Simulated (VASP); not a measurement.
A run of VASP 6.6.1 is set up as follows.

The input INCAR:

```
SYSTEM = SiGe2
  ALGO = Normal
  EDIFF = 1E-6
  EDIFFG = -0.01
  ENCUT = 600
  GGA = PE
  IBRION = 2
  ISIF = 3
  ISMEAR = 0
  LASPH = .TRUE.
  LCHARG = .FALSE.
  LREAL = .FALSE.
  LWAVE = .FALSE.
  NELM = 100
  NSW = 100
  PREC = Accurate
  SIGMA = 0.1
```

KPOINTS

```
k-points
0
G
  12 12 4
  0 0 0
```

POSCAR

```
SiGe2
1.0
    2.9907089143      0.0000000000      0.0000000000
   -1.4953544571      2.5900298951      0.0000000000
    0.0000000000      0.0000000000     13.9436797647
Si Ge
2 4
Direct
    0.6666666667      0.3333333333      0.1616660463
    0.6666666667      0.3333333333      0.8383339537
    0.3333333333      0.6666666667      0.0000000000
    0.3333333333      0.6666666667      0.3209137568
    0.3333333333      0.6666666667      0.6790862432
    0.6666666667      0.3333333333      0.5000000000
```

Potentials or basis: VASP PAW PBE potentials, release 64 (Si, Ge_d).

Command:

```sh
$ cat potpaw_PBE.64/Si/POTCAR potpaw_PBE.64/Ge_d/POTCAR > POTCAR
$ mpirun -np 1 vasp_std > vasp.out
```

(1) Estimate the relaxed cell.

(2) Predict the relaxed volume.

(3) Predict the space group after relaxing (to 0.1 Å).

Answers

(1) a = 2.963 Å, b = 2.963 Å, c = 14.127 Å, α = 90.00°, β = 90.00°, γ = 120.00°.

(2) 17.90 Å³/atom.

(3) P-6m2 (No. 187).
